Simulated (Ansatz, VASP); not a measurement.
SiNi3: VASP beside Ansatz

The input INCAR:

```
PREC = Accurate ; ENCUT = 520
EDIFF = 1E-6 ; ISMEAR = 0
SIGMA = 0.15 ; LREAL = F
LASPH = T ; NELM = 80
ALGO = Fast ; ISIF = 2
LWAVE = F ; LCHARG = F
GGA = PS ; NBANDS = 25
```

File KPOINTS:

```
regular mesh
0
Gamma
  14 14 14
```

POSCAR

```
SiNi3
1.0
    3.4612457436      0.0000000000      0.0000000000
    0.0000000000      3.4612457436      0.0000000000
    0.0000000000      0.0000000000      3.4612457436
Si Ni
1 3
Direct
    0.0000000000     -0.0163434054     -0.0163434054
    0.0000000000      0.5000000000      0.5000000000
    0.5000000000      0.0000000000      0.5000000000
    0.5000000000      0.5000000000      0.0000000000
```

Input for Ansatz:

```yaml
crystal:
  lattice:
    - [3.4612457436, 0.0, 0.0]
    - [0.0, 3.4612457436, 0.0]
    - [0.0, 0.0, 3.4612457436]
  atoms:
    - { symbol: Si, position: [0.0, -0.0163434054, -0.0163434054] }
    - { symbol: Ni, position: [0.0, 0.5, 0.5] }
    - { symbol: Ni, position: [0.5, 0.0, 0.5] }
    - { symbol: Ni, position: [0.5, 0.5, 0.0] }
basis:
  ecutwfc: 420
kpoints:
  mp_grid: { grid: [14, 14, 14] }
hamiltonian:
  xc: pbesol
scf:
  occupations: { method: gaussian, width: 0.15 }
output:
  forces: true
  stress: true
  eigenvalues: true
```

Alike in both runs: task single point; functional PBEsol; k mesh 14 × 14 × 14; occupations gaussian, width 0.15 eV; no spin polarisation.

|  | VASP | Ansatz |
| --- | --- | --- |
| version | VASP 6.6.1 | Ansatz 0.2.0 |
| potentials or method | VASP PAW PBE potentials, release 64 (Si, Ni), cutoff 520 eV | scalar-relativistic, plane waves, PAW |
| valence electrons in the cell | 34 | 58 |

```csv
,VASP,Ansatz,Ansatz less VASP
gap on the k mesh at the Fermi level (eV),none,none,-
pressure (GPa),0.2,0.3,+0.12
"traceless stress, the component that is largest in VASP (GPa)",0.31,0.30,-0.003
rms of the force components (eV/Å),0.182,0.179,-0.0034
```

VASP's potentials were made for PBE, not for PBEsol. Atom by atom the forces differ by 0.003 eV/Å (rms over components). A gap of «none» marks a metal or a gap that the smearing closes. VASP's potentials hold 34 valence electrons a cell and Ansatz's 58, so a difference there can come from the potentials and not from the codes.
